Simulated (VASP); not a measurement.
Ti: single point with PBE

Ti:

```xyz
2
Lattice="2.9400 0.0000 0.0000 -1.4700 2.5461 0.0000 0.0000 0.0000 4.6485" Properties=species:S:1:pos:R:3 pbc="T T T"
Ti    1.4700    0.8487    3.4863
Ti    0.0000    1.6974    1.1621
```

* Program: VASP 6.6.1
* Task: single point
* Functional: PBE
* Potentials or basis: VASP PAW PBE potentials, release 64 (Ti_sv)
* Cutoff: 520 eV
* k mesh: 10 × 10 × 6
* Occupations: fermi-dirac, width 0.05 eV
* Spin: no spin polarisation

```json
{
 "Pressure": "-0.3 GPa",
 "Band gap on the k mesh": "zero (band 12 reaches 9.09 eV, above the bottom of band 13 at 8.09 eV)"
}
```

Stress tensor (GPa, compression positive):
```
-0.24  0.00  0.00
 0.00 -0.24  0.00
 0.00  0.00 -0.32
```

Levels at points of the mesh, in eV from the Fermi level:
```
           k point  band 8  band 9  band 10  band 11  band 12  band 13  band 14  band 15  band 16  band 17
(0.00, 0.00, 0.00)  -32.70   -6.20    -2.68     0.78     0.78     0.79     0.90     1.28     1.28     1.62
(0.50, 0.00, 0.00)  -32.77   -2.34    -2.14    -1.83    -0.63     0.48     0.64     1.19     3.33     3.57
(0.00, 0.00, 0.50)  -32.75   -4.34    -4.34     0.10     0.10     0.68     0.68     0.68     0.68     2.80
(0.50, 0.00, 0.50)  -32.86   -2.53    -2.53    -0.80    -0.80     1.33     1.33     1.73     1.73     3.47
```

It took 21 s on 1 thread of Intel Xeon 6975P-C, with other jobs on the host, peak memory 0.17 GiB.
